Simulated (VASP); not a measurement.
## Si8N: single point with PBE

System: Si8N, a slab with vacuum.

```xyz
9
Lattice="3.8511 0.0000 0.0000 0.0000 6.3647 0.0000 0.0000 0.0000 19.7525" Properties=species:S:1:pos:R:3 pbc="T T T"
Si    0.0000    5.9641    4.0000
Si    0.0000    3.5829    4.0000
Si    1.9255    2.7818    5.1117
Si    1.9255    0.4005    5.1117
Si    1.9255    5.9402    7.3491
Si    1.9255    3.6068    7.3491
Si    0.0000    2.7113    8.2525
Si    0.0000    0.4710    8.2525
N     0.6418    2.7113    9.8655
```

```json
{
  "Program": "VASP 6.6.1",
  "Task": "single point",
  "Functional": "PBE",
  "Potentials or basis": "VASP PAW PBE potentials, release 64 (Si, N)",
  "Cutoff": "520 eV",
  "k mesh": "7 × 4 × 1",
  "Occupations": "gaussian, width 0.05 eV",
  "Spin": "collinear spin, ferromagnetic start",
  "Starting moments": "[0.0, 0.0, 0.0, 0.0, 0.0, 0.0, 0.0, 0.0, 3.0] μB"
}
```

```
Largest force                                         : 0.816 eV/Å
Net moment                                            : 1.21 μB per cell
Site moments                                          : Si +0.09, -0.08, +0.01, -0.01, +0.03, +0.05, -0.02, -0.10; N +0.90 μB
Valence electrons inside the program's atomic spheres : Si 1.63, 1.66, 1.65, 1.69, 1.70, 1.75, 1.67 (each value once); N 3.48
```

Forces on the atoms (eV/Å):
```
Si   0.008 -0.598  0.512
Si  -0.027  0.580  0.573
Si   0.046  0.049 -0.507
Si   0.030  0.024 -0.634
Si  -0.089 -0.104  0.155
Si   0.010  0.258 -0.670
Si  -0.005  0.551  0.467
Si   0.164 -0.545  0.038
N   -0.138 -0.215  0.066
```

Levels at points of the mesh, in eV from the Fermi level:
Spin up:
```
           k point  band 16  band 17  band 18  band 19  band 20  band 21  band 22  band 23
(0.00, 0.00, 0.00)    -0.93    -0.71    -0.13    -0.02     0.51     1.04     1.60     1.77
(0.00, 0.50, 0.00)    -1.35    -1.07    -0.80    -0.64     0.18     1.20     1.66     2.01
```
Spin down:
| k point | band 16 | band 17 | band 18 | band 19 | band 20 | band 21 |
| --- | --- | --- | --- | --- | --- | --- |
| (0.00, 0.00, 0.00) | -0.78 | -0.23 | 0.18 | 0.41 | 1.03 | 1.31 |
| (0.00, 0.50, 0.00) | -1.09 | -1.04 | -0.24 | 0.29 | 0.74 | 1.41 |

It took 18 min on 1 thread of Intel(R) Xeon(R) Platinum 8559C (Emerald Rapids) (shared host), peak memory 0.86 GiB.
